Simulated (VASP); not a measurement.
Set up this calculation in VASP 6.6.1, as the native input.

| Property | Result |
| --- | --- |
| Task | single point |
| Functional | PBE |
| Potentials or basis | VASP PAW PBE potentials, release 64 (Na_pv, Tl_d, Cl) |
| Cutoff | 520 eV |
| k mesh | 6 × 6 × 6 |
| Occupations | gaussian, width 0.02 eV |
| Spin | no spin polarisation |
| Dipole correction | no |
| Further INCAR settings | ALGO = Normal; EDIFF = 1e-07; NBANDS = 41 |

The structure of Na3TlCl4 lies in POSCAR:

```
Na3TlCl4
1.0
   -3.0253192000      3.0253192000      5.8910480000
    3.0253192000     -3.0253192000      5.8910480000
    3.0253192000      3.0253192000     -5.8910480000
Na Tl Cl
3 1 4
Direct
    0.0000000000      0.0000000000      0.0000000000
    0.2500000000      0.7500000000      0.5000000000
    0.7500000000      0.2500000000      0.5000000000
    0.5000000000      0.5000000000      0.0000000000
    0.7688200000      0.7688200000      0.0000000000
    0.2311800000      0.2311800000      0.0000000000
    0.0000000000      0.5000000000      0.5000000000
    0.5000000000      0.0000000000      0.5000000000
```

These files were run (other wordings do the same):

INCAR

```
SYSTEM = Na3TlCl4
  ALGO = Normal
  EDIFF = 1E-7
  ENCUT = 520
  GGA = PE
  ISIF = 2
  ISMEAR = 0
  LASPH = .TRUE.
  LCHARG = .TRUE.
  LELF = .TRUE.
  LREAL = .FALSE.
  LVHAR = .TRUE.
  LWAVE = .FALSE.
  NBANDS = 41
  NELM = 60
  PREC = Accurate
  SIGMA = 0.02
```

KPOINTS

```
k-points
0
G
  6 6 6
  0 0 0
```

Potentials or basis: VASP PAW PBE potentials, release 64 (Na_pv, Tl_d, Cl).

Run with:

```bash
$ cat potpaw_PBE.64/Na_pv/POTCAR potpaw_PBE.64/Tl_d/POTCAR potpaw_PBE.64/Cl/POTCAR > POTCAR
$ mpirun -np 1 vasp_std > vasp.out
```

It gave:

| Property | Result |
| --- | --- |
| Pressure | -0.1 GPa |
| Band gap on the k mesh | 3.19 eV (least direct gap 3.25 eV) |

Caveat: spin-orbit coupling is left out, which moves the levels of the heavy elements.

It took 5.3 min on 1 thread of Intel(R) Xeon(R) Platinum 8488C (Sapphire Rapids), with other jobs on the host, peak memory 0.53 GiB.
